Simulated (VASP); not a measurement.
# SiC: single point with PBE

SiC:

```
CELL_PARAMETERS angstrom
3.07600 0.00000 0.00000
-1.53800 2.66389 0.00000
0.00000 0.00000 5.04800
ATOMIC_POSITIONS crystal
Si 0.33333 0.66667 0.00000
Si 0.66667 0.33333 0.50000
C 0.33333 0.66667 0.38500
C 0.66667 0.33333 0.88500
```

```
Program             : VASP 6.6.1
Task                : single point
Functional          : PBE
Potentials or basis : VASP PAW PBE potentials, release 64 (Si, C)
Cutoff              : 600 eV
k mesh              : 9 × 9 × 4
Occupations         : gaussian, width 0.02 eV
Spin                : no spin polarisation
```

* Pressure: 3.5 GPa
* Largest force: 0.751 eV/Å
* Band gap on the k mesh: 2.32 eV (least direct gap 4.11 eV)

Forces on the atoms (eV/Å):
```
Si   0.000  0.000  0.751
Si   0.000  0.000  0.751
C    0.000  0.000 -0.751
C    0.000  0.000 -0.751
```

Stress tensor (GPa, compression positive):
```
5.12 0.00 0.00
0.00 5.12 0.00
0.00 0.00 0.26
```

Levels at points of the mesh, in eV from the valence-band top:
```tsv
k point	band 4	band 5	band 6	band 7	band 8	band 9	band 10	band 11	band 12	band 13
(0.00, 0.00, 0.00)	-1.56	-1.56	-0.28	-0.28	0.00	4.63	6.03	6.51	6.51	7.55
(0.00, 0.00, 0.50)	-4.45	-0.97	-0.97	-0.97	-0.97	5.71	5.71	7.17	7.17	7.17
```

Wall time 34 s on 1 thread of Intel Xeon 8259CL, on a shared host, peak memory 0.18 GiB.

Caveat: the cell stands under pressure. A k mesh can miss the band edges.
